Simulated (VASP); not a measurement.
# RbBr in VASP: a series of runs

The runs below take RbBr through single point, with r2SCAN.

All numbers are computed with VASP 6.6.1; they aren't measurements. Logs are shortened: lines on timing, memory, paths and dates and some standing lists are left out, and cuts for length are marked.

## 1. The cell of the first run

The structure is cubic, space group Pm-3m (No. 221). Conventional cell: a = 4.126 Å, b = 4.126 Å, c = 4.126 Å, α = 90.00°, β = 90.00°, γ = 90.00°. Within 4.7 Å of Rb (site symmetry m-3m) lie 8 Br at 3.57 Å and 6 Rb at 4.13 Å. Br (site symmetry m-3m) has 8 Rb at 3.57 Å and 6 Br at 4.13 Å within 4.7 Å.

## 2. Single point, r2SCAN

POSCAR reads:

```
RbBr
1.0
    4.1260773000      0.0000000000      0.0000000000
    0.0000000000      4.1260773000      0.0000000000
    0.0000000000      0.0000000000      4.1260773000
Rb Br
1 1
Direct
    0.0000000000      0.0000000000      0.0000000000
    0.5000000000      0.5000000000      0.5000000000
```

INCAR.step1 reads:

```
ALGO = Normal ; EDIFF = 1E-4
ENCUT = 520 ; GGA = PE
ISMEAR = 0 ; LASPH = True
LCHARG = False ; LREAL = False
LWAVE = True ; NBANDS = 15
NELM = 60 ; PREC = Accurate
SIGMA = 0.02
```

INCAR.step2 reads:

```
ALGO = Normal ; EDIFF = 1E-6
ENCUT = 520 ; ISIF = 2
ISMEAR = 0 ; ISTART = 1
LASPH = True ; LCHARG = False
LMIXTAU = True ; LREAL = False
LWAVE = False ; METAGGA = R2SCAN
NBANDS = 15 ; NELM = 60
PREC = Accurate ; SIGMA = 0.02
```

KPOINTS reads:

```
k-points
0
Gamma
  6 6 6
```

Potentials or basis: VASP PAW PBE potentials, release 64 (Rb_sv, Br).

The run is started by

```console
$ cat potpaw_PBE.64/Rb_sv/POTCAR potpaw_PBE.64/Br/POTCAR > POTCAR
$ cp INCAR.step1 INCAR
$ mpirun -np 1 vasp_std > vasp.out
$ cp INCAR.step2 INCAR
$ mpirun -np 1 vasp_std > vasp.out
```

OUTCAR:

```text
EDIFF = 1E-6
   ENCUT = 520
   ISIF = 2
   ISMEAR = 0
   ISTART = 1
   LASPH = True
   LREAL = False
   METAGGA = R2SCAN
   NELM = 60
   PREC = Accurate

 ion  position               nearest neighbor table
   1  0.000  0.000  0.000-   2 3.57   2 3.57   2 3.57   2 3.57   2 3.57   2 3.57   2 3.57   2 3.57

   2  0.500  0.500  0.500-   1 3.57   1 3.57   1 3.57   1 3.57   1 3.57   1 3.57   1 3.57   1 3.57

  LATTYP: Found a simple cubic cell.
 ALAT       =     4.1260773000

  Lattice vectors:

 A1 = (   4.1260773000,   0.0000000000,   0.0000000000)
 A2 = (   0.0000000000,   4.1260773000,   0.0000000000)
 A3 = (   0.0000000000,   0.0000000000,   4.1260773000)

Analysis of symmetry for initial positions (statically):
=====================================================================
 Subroutine PRICEL returns:
 Original cell was already a primitive cell.

 Routine SETGRP: Setting up the symmetry group for a
 simple cubic supercell.

 Subroutine GETGRP returns: Found 48 space group operations
 (whereof 48 operations were pure point group operations)
 out of a pool of 48 trial point group operations.

The static configuration has the point symmetry O_h .

Analysis of symmetry for dynamics (positions and initial velocities):
=====================================================================
 Subroutine PRICEL returns:
 Original cell was already a primitive cell.

 Routine SETGRP: Setting up the symmetry group for a
 simple cubic supercell.

 Subroutine GETGRP returns: Found 48 space group operations
 (whereof 48 operations were pure point group operations)
 out of a pool of 48 trial point group operations.

The dynamic configuration has the point symmetry O_h .

 Subroutine INISYM returns: Found 48 space group operations
 (whereof 48 operations are pure point group operations),
 and found     1 'primitive' translations

----------------------------------------------------------------------------------------

                                     Primitive cell

  volume of cell :      70.2445

  direct lattice vectors                    reciprocal lattice vectors
     4.126077300  0.000000000  0.000000000     0.242360947  0.000000000  0.000000000
     0.000000000  4.126077300  0.000000000     0.000000000  0.242360947  0.000000000
     0.000000000  0.000000000  4.126077300     0.000000000  0.000000000  0.242360947

  length of vectors
     4.126077300  4.126077300  4.126077300     0.242360947  0.242360947  0.242360947

  position of ions in fractional coordinates (direct lattice)
     0.000000000  0.000000000  0.000000000
     0.500000000  0.500000000  0.500000000

  ion indices of the primitive-cell ions
   primitive index   ion index
                 1           1
                 2           2

----------------------------------------------------------------------------------------

 KPOINTS: k-points

Automatic generation of k-mesh.
 Grid dimensions read from file:
 generate k-points for:    6    6    6

 Generating k-lattice:

  Cartesian coordinates                     Fractional coordinates (reciprocal lattice)
     0.040393491  0.000000000  0.000000000     0.166666667  0.000000000  0.000000000
     0.000000000  0.040393491  0.000000000     0.000000000  0.166666667  0.000000000
     0.000000000  0.000000000  0.040393491     0.000000000  0.000000000  0.166666667

  Length of vectors
     0.040393491  0.040393491  0.040393491

  Shift w.r.t. Gamma in fractional coordinates (k-lattice)
     0.000000000  0.000000000  0.000000000

 Subroutine IBZKPT returns following result:
 ===========================================

 Found     20 irreducible k-points:

 Following reciprocal coordinates:
            Coordinates               Weight
  0.000000  0.000000  0.000000      1.000000
  0.166667  0.000000  0.000000      6.000000
  0.333333  0.000000  0.000000      6.000000
  0.500000  0.000000  0.000000      3.000000
  0.166667  0.166667  0.000000     12.000000
  0.333333  0.166667  0.000000     24.000000
[... 12 lines left out ...]
  0.500000  0.500000  0.333333      6.000000
  0.500000  0.500000  0.500000      1.000000
   k-points           NKPTS =     20   k-points in BZ     NKDIM =     20   number of bands    NBANDS=     15
   number of dos      NEDOS =    301   number of ions     NIONS =      2
   total plane-waves  NPLWV =  32768
   dimension x,y,z NGX =    32 NGY =   32 NGZ =   32
   dimension x,y,z NGXF=    64 NGYF=   64 NGZF=   64
   ions per type =               1   1
   NGX,Y,Z   is equivalent  to a cutoff of  12.89, 12.89, 12.89 a.u.
   NGXF,Y,Z  is equivalent  to a cutoff of  25.79, 25.79, 25.79 a.u.
 SYSTEM =  unknown system
   PREC   = accura    normal or accurate (medium, high low for compatibility)
   ISTART =      1    job   : 0-new  1-cont  2-samecut
   ICHARG =      0    charge: 1-file 2-atom 10-const
   ISPIN  =      1    spin polarized calculation?
   LNONCOLLINEAR =      F non collinear calculations
   LSORBIT =      F    spin-orbit coupling
   LASPH  =      T    aspherical Exc in radial PAW
   ENCUT  =  520.0 eV  38.22 Ry    6.18 a.u.   7.67  7.67  7.67*2*pi/ulx,y,z
   NELM   =     60;   NELMIN=  2; NELMDL=  0     # of ELM steps
   EDIFF  = 0.1E-05   stopping-criterion for ELM
   LREAL  =      F    real-space projection
   EDIFFG = 0.1E-04   stopping-criterion for IOM
   NSW    =      0    number of steps for IOM
   IBRION =     -1    ionic relax: 0-MD 1-quasi-New 2-CG
   NFREE  =      0    steps in history (QN), initial steepest desc. (CG)
   ISIF   =      2    stress and relaxation
   ISYM   =      2    0-nonsym 1-usesym 2-fastsym
   POTIM  = 0.5000    time-step for ionic-motion
   TEBEG  =    0.0;   TEEND  =   0.0 temperature during run
   PSTRESS=    0.0 pullay stress
   NELECT =      16.0000    total number of electrons
   NUPDOWN=      -1.0000    fix difference up-down
   EMIN   =  10.00;   EMAX   =-10.00  energy-range for DOS
   EFERMI =   0.00;   METHOD = LEGACY
   ISMEAR =     0;   SIGMA  =   0.02  broadening in eV -4-tet -1-fermi 0-gaus
   EFERMI_NEDOS =   21; number of points for ismear=-14 and -15
   IALGO  =     38    algorithm
   IMIX   =      4    mixing-type and parameters
     AMIX     =   0.40;   BMIX     =  1.00
     AMIX_MAG =   1.60;   BMIX_MAG =  1.00
  volume/ion in A,a.u.               =      35.12       237.02
  Fermi-wavevector in a.u.,A,eV,Ry     =   0.999795  1.889338 13.600238  0.999589
  Thomas-Fermi vector in A             =   2.132108
   LORBIT       =      0    0 simple, 1 ext, 2 COOP (PROOUT), +10 PAW based schemes
   METAGGA = R2SCAN    functional components
   LHFCALC =     F    Hartree Fock is set to
   AEXX    =    0.0000 exact exchange contribution
   IVDW    =     0    specifies the selected vdW correction
   LEPSILON=     F    determine dielectric tensor
   LRPA    =     F    only Hartree local field effects (RPA)
 non-spin polarized calculation
 Gauss-broadening in eV      SIGMA  =   0.02
  energy-cutoff  :      520.00
  volume of cell :       70.24
 maximum number of plane-waves:      1924
 NGX is ok and might be reduce to    32
   NGX = 15   NGY = 15   NGZ = 15

 number of electron      16.0000002 magnetization

 Free energy of the ion-electron system (eV)
  ---------------------------------------------------
  ext. energy  EPLUGINS =         0.00000000
  ---------------------------------------------------
  free energy    TOTEN  =       -31.11036023 eV

  energy without entropy =      -31.11036023  energy(sigma->0) =      -31.11036023

 E-fermi :  -0.9269     XC(G=0):  -8.3261

 val. band max:       -1.0509195218   @ k =   0.5000   0.5000   0.0000
 cond. band min:       3.7810860854   @ k =   0.0000   0.0000   0.0000
 fundamental gap:      4.8320056072
 Fermi energy:        -0.9268980872

 k-point     1 :       0.0000    0.0000    0.0000
  band No.  band energies     occupation
      1     -26.9383      2.00000
      2     -14.1075      2.00000
      3     -10.3756      2.00000
      4     -10.3756      2.00000
      5     -10.3756      2.00000
      6      -1.2049      2.00000
      7      -1.2049      2.00000
      8      -1.2049      2.00000
      9       3.7811      0.00000
     10       5.0660      0.00000
     11       5.0660      0.00000
     12       9.6720      0.00000
     13       9.6720      0.00000
     14       9.6720      0.00000
     15      12.3390      0.00000

 k-point     2 :       0.1667    0.0000    0.0000
  band No.  band energies     occupation
      1     -26.9331      2.00000
      2     -14.1049      2.00000
      3     -10.4104      2.00000
      4     -10.3638      2.00000
      5     -10.3638      2.00000
      6      -1.6852      2.00000
      7      -1.2215      2.00000
      8      -1.2215      2.00000
      9       4.4239      0.00000
     10       5.2809      0.00000
     11       5.6815      0.00000
     12       9.5362      0.00000
     13       9.5362      0.00000
     14       9.8343      0.00000
     15      11.0495      0.00000

 k-point     3 :       0.3333    0.0000    0.0000
  band No.  band energies     occupation
      1     -26.9226      2.00000
      2     -14.1016      2.00000
      3     -10.4716      2.00000
      4     -10.3401      2.00000
      5     -10.3401      2.00000
      6      -2.4377      2.00000
      7      -1.2563      2.00000
      8      -1.2563      2.00000
      9       5.7513      0.00000
     10       5.8768      0.00000
     11       6.9382      0.00000
     12       9.2640      0.00000
     13       9.4670      0.00000
     14       9.4670      0.00000
     15      10.2387      0.00000
[... 271 lines left out ...]
 k-point    19 :       0.5000    0.5000    0.3333
  band No.  band energies     occupation
      1     -26.8848      2.00000
      2     -13.8254      2.00000
      3     -10.6190      2.00000
      4     -10.6190      2.00000
      5     -10.5246      2.00000
      6      -2.3224      2.00000
      7      -2.3224      2.00000
      8      -2.1090      2.00000
      9       6.7881      0.00000
     10       7.6774      0.00000
     11       7.6774      0.00000
     12       8.2516      0.00000
     13       9.5411      0.00000
     14       9.5411      0.00000
     15      11.8468      0.00000

 k-point    20 :       0.5000    0.5000    0.5000
  band No.  band energies     occupation
      1     -26.8802      2.00000
      2     -13.7969      2.00000
      3     -10.5976      2.00000
      4     -10.5976      2.00000
      5     -10.5976      2.00000
      6      -2.3917      2.00000
      7      -2.3917      2.00000
      8      -2.3917      2.00000
      9       7.8258      0.00000
     10       7.8258      0.00000
     11       7.8258      0.00000
     12       9.1057      0.00000
     13       9.1057      0.00000
     14       9.1057      0.00000
     15      11.8581      0.00000

------------------------ aborting loop because EDIFF is reached ----------------------------------------

  FORCE on cell =-STRESS in cart. coord.  units (eV):
  Direction    XX          YY          ZZ          XY          YZ          ZX
  --------------------------------------------------------------------------------------
  -------------------------------------------------------------------------------------
  Total        0.0214950      0.0214950      0.0214950     -0.0000000     -0.0000000      0.0000000
  in kB        0.4902718      0.4902718      0.4902718     -0.0000000     -0.0000000      0.0000000
  external PRESSURE =       0.4902718 kB  Pullay stress =       0.0000000 kB

 VOLUME and BASIS-vectors are now :
 -----------------------------------------------------------------------------
  energy-cutoff  :      520.00
  volume of cell :       70.24
      direct lattice vectors                 reciprocal lattice vectors
     4.126077300  0.000000000  0.000000000     0.242360947  0.000000000  0.000000000
     0.000000000  4.126077300  0.000000000     0.000000000  0.242360947  0.000000000
     0.000000000  0.000000000  4.126077300     0.000000000  0.000000000  0.242360947

 POSITION                                       TOTAL-FORCE (eV/Angst)
 -----------------------------------------------------------------------------------
      0.00000      0.00000      0.00000         0.000000      0.000000      0.000000
      2.06304      2.06304      2.06304         0.000000      0.000000      0.000000
 -----------------------------------------------------------------------------------
    total drift:                                0.000000      0.000000     -0.000000

  FREE ENERGIE OF THE ION-ELECTRON SYSTEM (eV)
  ---------------------------------------------------
  free  energy   TOTEN  =       -31.1103602336 eV

  energy  without entropy=      -31.1103602336  energy(sigma->0) =      -31.11036023
```

Run time: 25 s. Hardware: 1 thread of Intel Xeon 6975P-C (Granite Rapids), shared host; peak memory 0.19 GiB.

What came out:

```
Free energy            : -31.1104 eV
Pressure               : 0.0 GPa
Band gap on the k mesh : 4.83 eV (least direct gap 4.99 eV)
```

Caveat: the PAW data sets were made with another functional, which shifts forces and pressure a little. A k mesh can miss the band edges.

## 3. Single point, r2SCAN (uniaxial strain along a: -4.5 %, then relaxed in part)

POSCAR reads:

```
RbBr
1.0
    3.9404038215      0.0000000000      0.0000000000
    0.0000000000      4.1596381553      0.0000000000
    0.0000000000      0.0000000000      4.1596381553
Rb Br
1 1
Direct
    0.0000000000      0.0000000000      0.0000000000
    0.5000000000      0.5000000000      0.5000000000
```

INCAR.step1 reads:

```
SYSTEM = RbBr
PREC     = Accurate       ! precision mode
ENCUT    = 520            ! plane-wave cutoff, eV
ISMEAR   = 0              ! smearing method
SIGMA    = 0.02           ! smearing width, eV
LREAL    = .False.        ! projectors in reciprocal space
LASPH    = .True.         ! aspherical terms in the spheres
NELM     = 80             ! most SCF steps
NBANDS   = 15             ! bands
GGA      = PE             ! functional
ALGO     = Normal         ! electronic algorithm
EDIFF    = 1E-4           ! SCF threshold, eV
LWAVE    = .True.         ! write WAVECAR
LCHARG   = .False.        ! write CHGCAR
```

INCAR.step2 reads:

```
SYSTEM = RbBr
PREC     = Accurate       ! precision mode
ENCUT    = 520            ! plane-wave cutoff, eV
EDIFF    = 1E-6           ! SCF threshold, eV
ISMEAR   = 0              ! smearing method
SIGMA    = 0.02           ! smearing width, eV
LREAL    = .False.        ! projectors in reciprocal space
LASPH    = .True.         ! aspherical terms in the spheres
NELM     = 80             ! most SCF steps
ALGO     = Normal         ! electronic algorithm
ISIF     = 2              ! what is computed and relaxed
LWAVE    = .False.        ! write WAVECAR
LCHARG   = .False.        ! write CHGCAR
METAGGA  = R2SCAN         ! meta-GGA
LMIXTAU  = .True.       
NBANDS   = 15             ! bands
ISTART   = 1
```

KPOINTS reads:

```
regular mesh
0
Gamma
  6 6 6
  0 0 0
```

Potentials or basis: VASP PAW PBE potentials, release 64 (Rb_sv, Br).

The run is started by

```console
$ cat potpaw_PBE.64/Rb_sv/POTCAR potpaw_PBE.64/Br/POTCAR > POTCAR
$ cp INCAR.step1 INCAR
$ mpirun -np 1 vasp_std > vasp.out
$ cp INCAR.step2 INCAR
$ mpirun -np 1 vasp_std > vasp.out
```

Wall time 53 s (1 thread of Intel Xeon 6975P-C (Granite Rapids), shared host); peak memory 0.2 GiB.

Results (log left out):

```yaml
Free_energy: -31.0928 eV
Pressure: 0.6 GPa
Band_gap_on_the_k_mesh: 4.73 eV (least direct gap 4.86 eV)
```

Stress tensor (GPa, compression positive):
```
1.78 0.00 0.00
0.00 0.03 0.00
0.00 0.00 0.03
```

Levels at points of the mesh, in eV from the valence-band top:
| k point | band 6 | band 7 | band 8 | band 9 | band 10 | band 11 |
| --- | --- | --- | --- | --- | --- | --- |
| (0.00, 0.00, 0.00) | -0.43 | -0.43 | -0.13 | 4.73 | 5.77 | 6.04 |
| (0.50, 0.00, 0.00) | -1.99 | -0.49 | -0.49 | 7.36 | 7.83 | 8.54 |
| (0.00, 0.50, 0.00) | -1.96 | -0.56 | -0.20 | 7.19 | 7.72 | 8.26 |
| (0.50, 0.50, 0.00) | -1.36 | -1.22 | -0.26 | 5.79 | 6.59 | 8.22 |
| (0.00, 0.50, 0.50) | -1.28 | -1.28 | 0.00 | 5.68 | 7.06 | 8.88 |
| (0.50, 0.50, 0.50) | -1.66 | -1.56 | -1.56 | 8.70 | 8.70 | 9.00 |

Caveat: the cell differs from its parent crystal (uniaxial strain along a: -4.5 %, then relaxed in part); the PAW data sets were made with another functional, which shifts forces and pressure a little. A k mesh can miss the band edges.

## 4. Single point, r2SCAN (uniaxial strain along a: -4.5 %)

POSCAR reads:

```
RbBr
1.0
    3.9404038215      0.0000000000      0.0000000000
    0.0000000000      4.1724956696      0.0000000000
    0.0000000000      0.0000000000      4.1724956696
Rb Br
1 1
Direct
    0.0000000000      0.0000000000      0.0000000000
    0.5000000000      0.5000000000      0.5000000000
```

INCAR.step1 reads:

```
SYSTEM = RbBr
PREC = Accurate
ENCUT = 520
ISMEAR = 0
SIGMA = 0.02
LREAL = .FALSE.
LASPH = .TRUE.
NELM = 60
NBANDS = 15
GGA = PE
ALGO = Normal
EDIFF = 1E-4
LWAVE = .TRUE.
LCHARG = .FALSE.
```

INCAR.step2 reads:

```
SYSTEM = RbBr
PREC = Accurate
ENCUT = 520
EDIFF = 1E-6
ISMEAR = 0
SIGMA = 0.02
LREAL = .FALSE.
LASPH = .TRUE.
NELM = 60
ALGO = Normal
ISIF = 2
LWAVE = .FALSE.
LCHARG = .FALSE.
METAGGA = R2SCAN
LMIXTAU = .TRUE.
NBANDS = 15
ISTART = 1
```

KPOINTS reads:

```
regular mesh
0
G
  6 6 6
  0 0 0
```

The run is started by

```console
$ cat potpaw_PBE.64/Rb_sv/POTCAR potpaw_PBE.64/Br/POTCAR > POTCAR
$ cp INCAR.step1 INCAR
$ mpirun -np 1 vasp_std > vasp.out
$ cp INCAR.step2 INCAR
$ mpirun -np 1 vasp_std > vasp.out
```

It took 55 s on 1 thread of Intel Xeon 6975P-C (Granite Rapids), shared host; peak memory 0.19 GiB.

Results (log left out):

* Free energy: -31.0927 eV
* Pressure: 0.5 GPa
* Band gap on the k mesh: 4.69 eV (least direct gap 4.82 eV)

Stress tensor (GPa, compression positive):
```
 1.72  0.00  0.00
 0.00 -0.12  0.00
 0.00  0.00 -0.12
```

Levels at points of the mesh, in eV from the valence-band top:
```tsv
k point	band 4	band 5	band 6	band 7	band 8	band 9	band 10	band 11	band 12	band 13
(0.00, 0.00, 0.00)	-9.52	-9.47	-0.45	-0.45	-0.13	4.69	5.76	6.04	10.24	10.77
(0.50, 0.00, 0.00)	-9.45	-9.45	-1.99	-0.49	-0.49	7.35	7.79	8.51	9.09	10.21
(0.00, 0.50, 0.00)	-9.47	-9.43	-1.95	-0.57	-0.20	7.17	7.67	8.21	9.26	10.65
(0.50, 0.50, 0.00)	-9.78	-9.42	-1.37	-1.22	-0.27	5.78	6.57	8.19	8.40	11.62
(0.00, 0.50, 0.50)	-9.81	-9.40	-1.28	-1.28	0.00	5.66	7.05	8.89	8.89	11.47
(0.50, 0.50, 0.50)	-9.70	-9.70	-1.66	-1.56	-1.56	8.66	8.66	8.98	9.84	9.84
```

Caveat: the cell differs from its parent crystal (uniaxial strain along a: -4.5 %); the PAW data sets were made with another functional, which shifts forces and pressure a little. A k mesh can miss the band edges.

## 5. Overview

```csv
cell,gap on the mesh (eV),pressure (GPa)
"a = 4.126 Å, 2 atoms",4.83,0.0
"a = 3.940, b = 4.160, c = 4.160 Å, 2 atoms",4.73,0.6
"a = 3.940, b = 4.172, c = 4.172 Å, 2 atoms",4.69,0.5
```

Alike in all rows: task single point; level r2SCAN; potentials or basis VASP PAW PBE potentials, release 64 (Rb_sv, Br); no spin polarisation; k mesh 6 × 6 × 6; cutoff (eV) 520; smearing gaussian 0.02 eV.

Caveats: the PAW data sets were made with another functional, which shifts forces and pressure a little.

Absolute energies hang on the potentials; compare differences alone.
